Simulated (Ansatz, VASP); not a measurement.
## One calculation of MgBe, two programs

The input INCAR:

```
PREC = Accurate
ENCUT = 600
EDIFF = 1E-6
ISMEAR = 0
SIGMA = 0.1
LREAL = False
LASPH = True
NELM = 80
ALGO = Normal
ISIF = 3
LWAVE = False
LCHARG = False
GGA = PE
IBRION = 2
NSW = 90
EDIFFG = -0.04
```

Contents of KPOINTS:

```
Automatic mesh
0
Gamma
  6 6 4
```

Contents of POSCAR:

```
MgBe
1.0
    3.2938930500      0.0000000000      0.0000000000
    0.0000000000      3.2938930500      0.0000000000
    0.0000000000      0.0000000000      4.8800825400
Mg Be
2 2
Direct
    0.5000000000      0.0000000000      0.4884392100
    0.0000000000      0.5000000000      0.4884392100
    0.5000000000      0.5000000000      0.8606379600
    0.5000000000      0.5000000000      0.3190530700
```

Input for Ansatz:

```yaml
crystal:
  lattice:
    - [3.29389305, 0.0, 0.0]
    - [0.0, 3.29389305, 0.0]
    - [0.0, 0.0, 4.88008254]
  atoms:
    - { symbol: Mg, position: [0.5, 0.0, 0.48843921] }
    - { symbol: Mg, position: [0.0, 0.5, 0.48843921] }
    - { symbol: Be, position: [0.5, 0.5, 0.86063796] }
    - { symbol: Be, position: [0.5, 0.5, 0.31905307] }
basis:
  ecutwfc: 420
kpoints:
  mp_grid: { grid: [6, 6, 4] }
hamiltonian:
  xc: pbe
scf:
  occupations: { method: gaussian, width: 0.1 }
  lower_state_search: "off"
output:
  forces: true
  stress: true
  eigenvalues: true
relax:
  adjacent_minimum: "off"
  f_tol: 0.04
  max_steps: 70
  cell: { stress_tol: 0.4 }
```

Alike in both runs: task relaxation of cell and atoms; functional PBE; k mesh 6 × 6 × 4; occupations gaussian, width 0.1 eV; no spin polarisation.

|  | VASP | Ansatz |
| --- | --- | --- |
| version | VASP 6.6.1 | Ansatz 0.2.0 |
| potentials or method | VASP PAW PBE potentials, release 64 (Mg, Be), cutoff 600 eV | scalar-relativistic, plane waves, PAW |
| valence electrons in the cell | 8 | 24 |

|  | VASP | Ansatz | Ansatz less VASP |
| --- | --- | --- | --- |
| gap on the k mesh at the Fermi level, each at its own relaxed structure (eV) | none | none | - |
| relaxed volume (Å³/atom) | 22.08 | 22.09 | +0.011 |
| relaxed cell length with the largest relative difference (Å) | 3.973 | 3.970 | -0.0027 |

A gap of «none» marks a metal or a gap that the smearing closes. VASP's potentials hold 8 valence electrons a cell and Ansatz's 24, so a difference there can come from the potentials and not from the codes.

Noted on VASP's run: the volume moved by over 15 % at a fixed basis, so the end points are rough.
